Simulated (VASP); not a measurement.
A run of VASP 6.6.1 is set up as follows.

Contents of INCAR:

```
SYSTEM = AlN
  PREC = Accurate
  ENCUT = 600
  EDIFF = 1E-6
  ISMEAR = 0
  SIGMA = 0.1
  LREAL = .FALSE.
  LASPH = .TRUE.
  NELM = 120
  ALGO = Normal
  ISIF = 2
  LWAVE = .FALSE.
  LCHARG = .FALSE.
  GGA = PE
  NBANDS = 11
  GGA_COMPAT = .FALSE.
```

File KPOINTS:

```
regular mesh
0
G
  8 8 8
  0 0 0
```

The input POSCAR:

```
AlN
1.0
    0.0000000000      1.9780000400      1.9780000400
    1.9780000400      0.0000000000      1.9780000400
    1.9780000400      1.9780000400      0.0000000000
Al N
1 1
Direct
    0.0000000000      0.0000000000      0.0000000000
    0.5000000000      0.5000000000      0.5000000000
```

Potentials or basis: VASP PAW PBE potentials, release 64 (Al, N).

Run with:

```bash
$ cat potpaw_PBE.64/Al/POTCAR potpaw_PBE.64/N/POTCAR > POTCAR
$ mpirun -np 1 vasp_std > vasp.out
```

(1) Estimate the pressure.

(2) What does it give for the band gap on the k mesh?

Answers

(1) 25.1 GPa.

(2) 5.19 eV, indirect (least direct gap 6.66 eV).
